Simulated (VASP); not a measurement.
Runs of VASP 6.6.1 on TePb. The structure is that of space group Fm-3m (No. 225), or close to it. The cells are those of the table. 

```csv
task,level,potentials or basis,cell,cutoff (eV),gap on the mesh (eV),pressure (GPa),relaxed volume (Å³/atom)
single point,PBE,"VASP PAW PBE potentials, release 64 (Te, Pb_d)","a = 4.647 Å, angles 60.0°, 2 atoms",520,0.83,-0.1,-
single point,LDA,"VASP PAW LDA potentials, release 64 (Te, Pb_d)","a = 4.513 Å, angles 60.0°, 2 atoms",520,0.56,0.0,-
relaxation of cell and atoms,LDA,"VASP PAW LDA potentials, release 64 (Te, Pb_d)","relaxed from a = 4.569 Å, angles 60.0°, 2 atoms",600,0.56,0.0,32.56
relaxation of cell and atoms,PBE,"VASP PAW PBE potentials, release 64 (Te, Pb_d)","relaxed from a = 4.569 Å, angles 60.0°, 2 atoms",600,0.83,0.0,35.42
relaxation of cell and atoms,PBE+D3(BJ),"VASP PAW PBE potentials, release 64 (Te, Pb_d)","relaxed from a = 4.569 Å, angles 60.0°, 2 atoms",600,(b),-0.1,(a)
single point,PBE+D3(BJ),"VASP PAW PBE potentials, release 64 (Te, Pb_d)","a = 4.577 Å, angles 60.0°, 2 atoms",520,0.75,-0.1,-
```

Alike in all rows: no spin polarisation; k mesh 6 × 6 × 6; smearing gaussian 0.01 eV.

**Question.** Estimate the missing entries.

**Answer.** (a) 33.88; (b) 0.74.

Caveats: spin-orbit coupling is left out, which moves the levels of the heavy elements.

A k mesh can miss the band edges, and the runs leave out spin-orbit coupling on Pb, Te.
